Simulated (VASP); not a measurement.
## HfN: single point with LDA

The system is HfN.

```xyz
2
Lattice="0.0000 2.2560 2.2560 2.2560 0.0000 2.2560 2.2560 2.2560 0.0000" Properties=species:S:1:pos:R:3 pbc="T T T"
Hf    0.0000    0.0000    0.0000
N     2.2560    2.2560    2.2560
```

- Program: VASP 6.6.1
- Task: single point
- Functional: LDA
- Potentials or basis: VASP PAW LDA potentials, release 64 (Hf_pv, N)
- Cutoff: 600 eV
- k mesh: 7 × 7 × 7
- Occupations: fermi-dirac, width 0.05 eV
- Spin: non-collinear spin, zero start, spin-orbit coupling
- Starting moments: [[0.0, 0.0, 0.0], [0.0, 0.0, 0.0]] μB
- Dipole correction: no
- Further INCAR settings: ALGO = Normal; EDIFF = 1e-06; NBANDS = 27

```json
{
  "Pressure": "-9.2 GPa",
  "Net moment": "0.00 μB per cell",
  "Valence electrons inside the program's atomic spheres": "Hf 8.74; N 3.70"
}
```

Moments on the atoms (μB; x, y, z):
```
Hf  0.00 0.00 0.00
N   0.00 0.00 0.00
```

Run time: 26 s on 1 thread of AMD EPYC 9R45 96-Core Processor (Zen 5), with other jobs on the host, peak memory 0.19 GiB.

Caveat: the cell stands under tension.
